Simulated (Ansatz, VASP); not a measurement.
Two plane-wave programs on HfO2

```
CELL_PARAMETERS angstrom
5.11800 0.00000 0.00000
0.00000 5.18570 0.00000
-0.85866 0.00000 5.21387
ATOMIC_POSITIONS crystal
Hf 0.27653 0.04280 0.20830
Hf 0.72347 0.54280 0.29170
Hf 0.72347 0.95720 0.79170
Hf 0.27653 0.45720 0.70830
O 0.44847 0.75795 0.47890
O 0.55153 0.25795 0.02110
O 0.55153 0.24205 0.52110
O 0.44847 0.74205 0.97890
O 0.07009 0.33461 0.34372
O 0.92991 0.83461 0.15628
O 0.92991 0.66539 0.65628
O 0.07009 0.16539 0.84372
```

Alike in both runs: functional PBEsol; k mesh 5 × 5 × 5; no spin polarisation.

Ansatz relaxed the structure, and its values are those at the end. VASP's run is a single point on that final structure, the one shown.

```csv
,VASP,Ansatz
version,VASP 6.6.1,Ansatz 0.2.0
potentials or method,"VASP PAW PBE potentials, release 64 (Hf_pv, O)","scalar-relativistic, plane waves, PAW"
plane-wave cutoff (eV),520,420
occupations,"gaussian, width 0.01 eV",fixed
valence electrons in the cell,88,152
```

|  | VASP | Ansatz | Ansatz less VASP |
| --- | --- | --- | --- |
| gap on the k mesh at the Fermi level (eV) | 4.00 | 4.03 | +0.036 |
| least direct gap on the mesh (eV) | 4.07 | 4.10 | +0.033 |
| pressure (GPa) | -4.9 | -1.9 | +2.98 |
| rms of the force components (eV/Å) | 0.031 | 0.001 | -0.0301 |

VASP's potentials were made for PBE, not for PBEsol. VASP's potentials hold 88 valence electrons a cell and Ansatz's 152, so a difference there can come from the potentials and not from the codes. Ansatz's warnings: stress scf threshold loose.

Spin-orbit coupling is off throughout.
